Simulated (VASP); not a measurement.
Runs of VASP 6.6.1 on Ru. The structure is that of space group Fd-3m (No. 227), or close to it. The cells are those of the table. This isn't the form of Ru at room conditions, which is hcp.

```tsv
task	cell	gap on the mesh (eV)	pressure (GPa)
relaxation of cell and atoms	relaxed from a = 3.684 Å, angles 60.0°, 2 atoms	none	0.0
single point	a = 3.746 Å, angles 60.0°, 2 atoms	none	20.5
single point	a = 3.875 Å, angles 60.0°, 2 atoms	none	0.2
single point	a = 3.802 Å, angles 60.0°, 2 atoms	none	10.3
single point	a = 3.836 Å, angles 60.0°, 2 atoms	none	(a)
relaxation of cell and atoms	relaxed to 5 GPa from a = 3.684 Å, angles 60.0°, 2 atoms	none	5.0
relaxation of cell and atoms	relaxed to 20 GPa from a = 3.684 Å, angles 60.0°, 2 atoms	none	19.9
relaxation of cell and atoms	relaxed to 10 GPa from a = 3.684 Å, angles 60.0°, 2 atoms	none	10.1
```

Alike in all rows: level revPBE; potentials or basis VASP PAW PBE potentials, release 64 (Ru_pv); no spin polarisation; k mesh 6 × 6 × 6; cutoff (eV) 500; smearing fermi-dirac 0.1 eV.

Problem. Fill in the values left out.

Solution. (a) 5.3.

Caveats: the PAW data sets were made with another functional, which shifts forces and pressure a little; the cell stands under pressure (at least some runs); the cell is relaxed towards a set pressure, so the run minimises the enthalpy, not the energy (at least some runs).

A k mesh can miss the band edges, and the runs leave out spin-orbit coupling on Ru.

A gap of «none» marks levels without a gap at the run's occupations.
